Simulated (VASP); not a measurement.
Set up this calculation in VASP 6.6.1, as the native input.

| Item | Value |
| --- | --- |
| Task | single point |
| Functional | PBE |
| Potentials or basis | VASP PAW PBE potentials, release 64 (Be) |
| Cutoff | 520 eV |
| k mesh | 23 × 23 × 23 |
| Occupations | fermi-dirac, width 0.03 eV |
| Spin | no spin polarisation |
| Dipole correction | no |
| Further INCAR settings | ALGO = Normal; EDIFF = 1e-07; NBANDS = 7 |

The structure of Be lies in POSCAR:

```
Be
1.0
   -1.2656521608      1.2531209513      1.2531209513
    1.2531209513     -1.2656521608      1.2531209513
    1.2531209513      1.2531209513     -1.2656521608
Be
1
Direct
    0.0000000000      0.0000000000      0.0000000000
```

This cell differs from its parent crystal: equal xy, yz and zx shear strains of -1 %.

These files were run (other wordings do the same):

INCAR

```
SYSTEM = Be
ALGO     = Normal         ! electronic algorithm
EDIFF    = 1E-7           ! SCF threshold, eV
ENCUT    = 520            ! plane-wave cutoff, eV
GGA      = PE             ! functional
ISIF     = 2              ! what is computed and relaxed
ISMEAR   = -1             ! smearing method
LASPH    = .True.         ! aspherical terms in the spheres
LCHARG   = .False.        ! write CHGCAR
LREAL    = .False.        ! projectors in reciprocal space
LWAVE    = .False.        ! write WAVECAR
NBANDS   = 7              ! bands
NELM     = 100            ! most SCF steps
PREC     = Accurate       ! precision mode
SIGMA    = 0.03           ! smearing width, eV
```

KPOINTS

```
k-points
0
Gamma
  23 23 23
  0 0 0
```

Potentials or basis: VASP PAW PBE potentials, release 64 (Be).

Command:

```bash
$ cat potpaw_PBE.64/Be/POTCAR > POTCAR
$ mpirun -np 1 vasp_std > vasp.out
```

Results of the run:

```json
{"Pressure": "-0.7 GPa", "Band gap on the k mesh": "zero (band 1 reaches 11.44 eV, above the bottom of band 2 at 6.51 eV)"}
```

Caveat: the cell differs from its parent crystal (equal xy, yz and zx shear strains of -1 %).

It used 15 s of CPU time on 1 thread of Intel Xeon 6975P-C, with other jobs on the host.
